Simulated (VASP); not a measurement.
# TaAs (P6/mmm) in VASP: further runs

TaAs is run at these levels: PBE; tasks: single point.

Program: VASP 6.6.1. These are calculated values, not measurements. Logs are shortened: lines on timing, memory, paths and dates and some standing lists are left out, and cuts for length are marked.

**1. The cell of the first run**

It takes space group P6/mmm (No. 191, hexagonal). Conventional cell: a = 2.954 Å, b = 2.954 Å, c = 5.207 Å, α = 90.00°, β = 90.00°, γ = 120.00°. Within 3.4 Å of Ta (site symmetry 6/mmm) lie 2 As at 2.60 Å and 6 Ta at 2.95 Å. Within 3.4 Å of As (site symmetry 6/mmm) lie 2 Ta at 2.60 Å and 6 As at 2.95 Å.

**2. Single point, PBE**

INCAR reads:

```
SYSTEM = TaAs
PREC = Accurate
ENCUT = 500
EDIFF = 1E-6
ISMEAR = 0
SIGMA = 0.2
LREAL = .False.
LASPH = .True.
NELM = 120
ALGO = Normal
ISIF = 2
LWAVE = .False.
LCHARG = .False.
GGA = PE
NBANDS = 15
GGA_COMPAT = .False.
```

KPOINTS reads:

```
Automatic mesh
0
Gamma
  8 8 3
  0 0 0
```

POSCAR reads:

```
TaAs
1.0
    2.9536857526      0.0000000000      0.0000000000
   -1.4768428763      2.5579668965      0.0000000000
    0.0000000000      0.0000000000      5.2069006415
Ta As
1 1
Direct
    0.0000000000      0.0000000000      0.8816180130
    0.0000000000      0.0000000000      0.3816169470
```

Potentials or basis: VASP PAW PBE potentials, release 64 (Ta_pv, As).

Command:

```bash
$ cat potpaw_PBE.64/Ta_pv/POTCAR potpaw_PBE.64/As/POTCAR > POTCAR
$ mpirun -np 1 vasp_std > vasp.out
```

OUTCAR:

```text
SYSTEM = TaAs
   PREC = Accurate
   ENCUT = 500
   EDIFF = 1E-6
   ISMEAR = 0
   LREAL = .False.
   LASPH = .True.
   NELM = 120
   ISIF = 2
   GGA = PE

 ion  position               nearest neighbor table
   1  0.000  0.000  0.882-   2 2.60   2 2.60
   2  0.000  0.000  0.382-   1 2.60   1 2.60

  LATTYP: Found a hexagonal cell.
 ALAT       =     2.9536857526
 C/A-ratio  =     1.7628485484

  Lattice vectors:

 A1 = (   2.9536857526,   0.0000000000,   0.0000000000)
 A2 = (  -1.4768428763,   2.5579668965,   0.0000000000)
 A3 = (   0.0000000000,   0.0000000000,   5.2069006415)

Analysis of symmetry for initial positions (statically):
=====================================================================
 Subroutine PRICEL returns:
 Original cell was already a primitive cell.

 Routine SETGRP: Setting up the symmetry group for a
 hexagonal supercell.

 Subroutine GETGRP returns: Found 24 space group operations
 (whereof 12 operations were pure point group operations)
 out of a pool of 24 trial point group operations.

The static configuration has the point symmetry C_6v.
 The point group associated with its full space group is D_6h.

Analysis of symmetry for dynamics (positions and initial velocities):
=====================================================================
 Subroutine PRICEL returns:
 Original cell was already a primitive cell.

 Routine SETGRP: Setting up the symmetry group for a
 hexagonal supercell.

 Subroutine GETGRP returns: Found 24 space group operations
 (whereof 12 operations were pure point group operations)
 out of a pool of 24 trial point group operations.

The dynamic configuration has the point symmetry C_6v.
 The point group associated with its full space group is D_6h.

 Subroutine INISYM returns: Found 24 space group operations
 (whereof 12 operations are pure point group operations),
 and found     1 'primitive' translations

----------------------------------------------------------------------------------------

                                     Primitive cell

  volume of cell :      39.3404

  direct lattice vectors                    reciprocal lattice vectors
     2.953685753  0.000000000  0.000000000     0.338560051  0.195467737  0.000000000
    -1.476842876  2.557966896  0.000000000     0.000000000  0.390935474  0.000000000
     0.000000000  0.000000000  5.206900641     0.000000000  0.000000000  0.192052829

  length of vectors
     2.953685753  2.953685753  5.206900641     0.390935474  0.390935474  0.192052829

  position of ions in fractional coordinates (direct lattice)
     0.000000000  0.000000000  0.881618013
     0.000000000  0.000000000  0.381616947

  ion indices of the primitive-cell ions
   primitive index   ion index
                 1           1
                 2           2

----------------------------------------------------------------------------------------

 KPOINTS: Automatic mesh

Automatic generation of k-mesh.
 Grid dimensions read from file:
 generate k-points for:    8    8    3

 Generating k-lattice:

  Cartesian coordinates                     Fractional coordinates (reciprocal lattice)
     0.042320006  0.024433467  0.000000000     0.125000000  0.000000000  0.000000000
     0.000000000  0.048866934  0.000000000     0.000000000  0.125000000  0.000000000
     0.000000000  0.000000000  0.064017610     0.000000000  0.000000000  0.333333333

  Length of vectors
     0.048866934  0.048866934  0.064017610

  Shift w.r.t. Gamma in fractional coordinates (k-lattice)
     0.000000000  0.000000000  0.000000000

 Subroutine IBZKPT returns following result:
 ===========================================

 Found     20 irreducible k-points:

 Following reciprocal coordinates:
            Coordinates               Weight
  0.000000  0.000000  0.000000      1.000000
  0.125000  0.000000  0.000000      6.000000
  0.250000  0.000000  0.000000      6.000000
  0.375000 -0.000000  0.000000      6.000000
  0.500000  0.000000  0.000000      3.000000
  0.125000  0.125000  0.000000      6.000000
[... 12 lines left out ...]
  0.250000  0.250000  0.333333     12.000000
  0.375000  0.250000  0.333333     12.000000
   k-points           NKPTS =     20   k-points in BZ     NKDIM =     20   number of bands    NBANDS=     15
   number of dos      NEDOS =    301   number of ions     NIONS =      2
   total plane-waves  NPLWV =  23040
   dimension x,y,z NGX =    24 NGY =   24 NGZ =   40
   dimension x,y,z NGXF=    48 NGYF=   48 NGZF=   80
   ions per type =               1   1
   NGX,Y,Z   is equivalent  to a cutoff of  13.51, 13.51, 12.77 a.u.
   NGXF,Y,Z  is equivalent  to a cutoff of  27.02, 27.02, 25.54 a.u.
 SYSTEM =  TaAs
   PREC   = accura    normal or accurate (medium, high low for compatibility)
   ISTART =      0    job   : 0-new  1-cont  2-samecut
   ICHARG =      2    charge: 1-file 2-atom 10-const
   ISPIN  =      1    spin polarized calculation?
   LNONCOLLINEAR =      F non collinear calculations
   LSORBIT =      F    spin-orbit coupling
   LASPH  =      T    aspherical Exc in radial PAW
   ENCUT  =  500.0 eV  36.75 Ry    6.06 a.u.   5.39  5.39  9.49*2*pi/ulx,y,z
   NELM   =    120;   NELMIN=  2; NELMDL= -5     # of ELM steps
   EDIFF  = 0.1E-05   stopping-criterion for ELM
   LREAL  =      F    real-space projection
   EDIFFG = 0.1E-04   stopping-criterion for IOM
   NSW    =      0    number of steps for IOM
   IBRION =     -1    ionic relax: 0-MD 1-quasi-New 2-CG
   NFREE  =      0    steps in history (QN), initial steepest desc. (CG)
   ISIF   =      2    stress and relaxation
   ISYM   =      2    0-nonsym 1-usesym 2-fastsym
   POTIM  = 0.5000    time-step for ionic-motion
   TEBEG  =    0.0;   TEEND  =   0.0 temperature during run
   PSTRESS=    0.0 pullay stress
   NELECT =      16.0000    total number of electrons
   NUPDOWN=      -1.0000    fix difference up-down
   EMIN   =  10.00;   EMAX   =-10.00  energy-range for DOS
   EFERMI =   0.00;   METHOD = LEGACY
   ISMEAR =     0;   SIGMA  =   0.20  broadening in eV -4-tet -1-fermi 0-gaus
   EFERMI_NEDOS =   21; number of points for ismear=-14 and -15
   IALGO  =     38    algorithm
   IMIX   =      4    mixing-type and parameters
     AMIX     =   0.40;   BMIX     =  1.00
     AMIX_MAG =   1.60;   BMIX_MAG =  1.00
  volume/ion in A,a.u.               =      19.67       132.74
  Fermi-wavevector in a.u.,A,eV,Ry     =   1.212929  2.292103 20.016842  1.471196
  Thomas-Fermi vector in A             =   2.348397
   LORBIT       =      0    0 simple, 1 ext, 2 COOP (PROOUT), +10 PAW based schemes
   GGA     = PE    functional components
   LHFCALC =     F    Hartree Fock is set to
   AEXX    =    0.0000 exact exchange contribution
   IVDW    =     0    specifies the selected vdW correction
   LEPSILON=     F    determine dielectric tensor
   LRPA    =     F    only Hartree local field effects (RPA)
 non-spin polarized calculation
 Gauss-broadening in eV      SIGMA  =   0.20
  energy-cutoff  :      500.00
  volume of cell :       39.34
 maximum number of plane-waves:      1027
 NGX is ok and might be reduce to    24
   NGX = 11   NGY = 11   NGZ = 19

 number of electron      16.0000001 magnetization

 Free energy of the ion-electron system (eV)
  ---------------------------------------------------
  ext. energy  EPLUGINS =         0.00000000
  ---------------------------------------------------
  free energy    TOTEN  =       -15.34139957 eV

  energy without entropy =      -15.31950220  energy(sigma->0) =      -15.33045089

 E-fermi :   5.6560     XC(G=0): -11.3456

 val. band max:        5.6132567924   @ k =   0.2500   0.2500   0.0000
 cond. band min:       5.8240042741   @ k =   0.2500   0.2500   0.0000
 fundamental gap:      0.2107474817
 Fermi energy:         5.6559901776

 k-point     1 :       0.0000    0.0000    0.0000
  band No.  band energies     occupation
      1     -28.9721      2.00000
      2     -28.2244      2.00000
      3     -28.2244      2.00000
      4      -8.1637      2.00000
      5       0.4658      2.00000
      6       1.2632      2.00000
      7       6.5250      0.00000
      8       6.5250      0.00000
      9       6.8404      0.00000
     10       9.1104      0.00000
     11       9.1104      0.00000
     12      10.9597      0.00000
     13      10.9597      0.00000
     14      15.0735      0.00000
     15      18.4913      0.00000

 k-point     2 :       0.1250    0.0000    0.0000
  band No.  band energies     occupation
      1     -28.9542      2.00000
      2     -28.3523      2.00000
      3     -28.2538      2.00000
      4      -7.8373      2.00000
      5       1.0639      2.00000
      6       1.4694      2.00000
      7       5.9799      0.02198
      8       6.8068      0.00000
      9       7.0297      0.00000
     10       8.2708      0.00000
     11       8.9175      0.00000
     12       9.1696      0.00000
     13      10.3403      0.00000
     14      16.1115      0.00000
     15      16.7662      0.00000

 k-point     3 :       0.2500    0.0000    0.0000
  band No.  band energies     occupation
      1     -28.9108      2.00000
      2     -28.6515      2.00000
      3     -28.3239      2.00000
      4      -6.8928      2.00000
      5       2.0461      2.00000
      6       2.3556      2.00000
      7       4.4609      2.00000
      8       5.9323      0.05075
      9       6.7816      0.00000
     10       8.0225      0.00000
     11       8.3122      0.00000
     12       8.4877      0.00000
     13       9.3782      0.00000
     14      15.1053      0.00000
     15      17.3279      0.00000
[... 271 lines left out ...]
 k-point    19 :       0.2500    0.2500    0.3333
  band No.  band energies     occupation
      1     -28.9011      2.00000
      2     -28.8487      2.00000
      3     -28.5860      2.00000
      4      -4.4152      2.00000
      5       1.3796      2.00000
      6       2.2933      2.00000
      7       3.4510      2.00000
      8       4.6398      2.00000
      9       4.9887      2.00000
     10       6.1856      0.00018
     11       7.9703      0.00000
     12      11.8268      0.00000
     13      12.3286      0.00000
     14      14.7066      0.00000
     15      15.0872      0.00000

 k-point    20 :       0.3750    0.2500    0.3333
  band No.  band energies     occupation
      1     -28.9071      2.00000
      2     -28.8357      2.00000
      3     -28.6857      2.00000
      4      -3.5711      2.00000
      5       0.6714      2.00000
      6       2.5885      2.00000
      7       2.8221      2.00000
      8       4.5024      2.00000
      9       5.2167      1.99811
     10       6.5923      0.00000
     11       7.3274      0.00000
     12      11.6889      0.00000
     13      12.4993      0.00000
     14      14.0592      0.00000
     15      15.1332      0.00000

------------------------ aborting loop because EDIFF is reached ----------------------------------------

  FORCE on cell =-STRESS in cart. coord.  units (eV):
  Direction    XX          YY          ZZ          XY          YZ          ZX
  --------------------------------------------------------------------------------------
  -------------------------------------------------------------------------------------
  Total        0.0108021      0.0108021      0.1641429      0.0000000      0.0000000     -0.0000000
  in kB        0.4399263      0.4399263      6.6848888      0.0000000      0.0000000     -0.0000000
  external PRESSURE =       2.5215804 kB  Pullay stress =       0.0000000 kB

 VOLUME and BASIS-vectors are now :
 -----------------------------------------------------------------------------
  energy-cutoff  :      500.00
  volume of cell :       39.34
      direct lattice vectors                 reciprocal lattice vectors
     2.953685753  0.000000000  0.000000000     0.338560051  0.195467737  0.000000000
    -1.476842876  2.557966896  0.000000000     0.000000000  0.390935474  0.000000000
     0.000000000  0.000000000  5.206900641     0.000000000  0.000000000  0.192052829

 POSITION                                       TOTAL-FORCE (eV/Angst)
 -----------------------------------------------------------------------------------
      0.00000      0.00000      4.59050         0.000000     -0.000000      0.000000
      0.00000      0.00000      1.98704        -0.000000      0.000000     -0.000000
 -----------------------------------------------------------------------------------
    total drift:                                0.000000      0.000000     -0.000048

  FREE ENERGIE OF THE ION-ELECTRON SYSTEM (eV)
  ---------------------------------------------------
  free  energy   TOTEN  =       -15.3413995717 eV

  energy  without entropy=      -15.3195021999  energy(sigma->0) =      -15.33045089
```

Run time: 8.7 s. Hardware: 1 thread of Intel Xeon 6975P-C, shared host; peak memory 0.16 GiB.

What came out:

```
Free energy            : -15.3414 eV
Pressure               : 0.3 GPa
Band gap on the k mesh : zero (band 8 reaches 6.92 eV, above the bottom of band 9 at 4.99 eV)
```

Stress tensor (GPa, compression positive):
```
0.04 0.00 0.00
0.00 0.04 0.00
0.00 0.00 0.67
```

Levels at points of the mesh, in eV from the Fermi level:
| k point | band 6 | band 7 | band 8 | band 9 | band 10 | band 11 |
| --- | --- | --- | --- | --- | --- | --- |
| (0.00, 0.00, 0.00) | -4.39 | 0.87 | 0.87 | 1.18 | 3.45 | 3.45 |
| (0.50, 0.00, 0.00) | -3.06 | -2.23 | -0.89 | 2.27 | 2.29 | 2.87 |

Caveat: the k points lie up to 0.40 Å⁻¹ apart; spin-orbit coupling is left out, which moves the levels of the heavy elements.

(Part 1 of 2 ends here.)
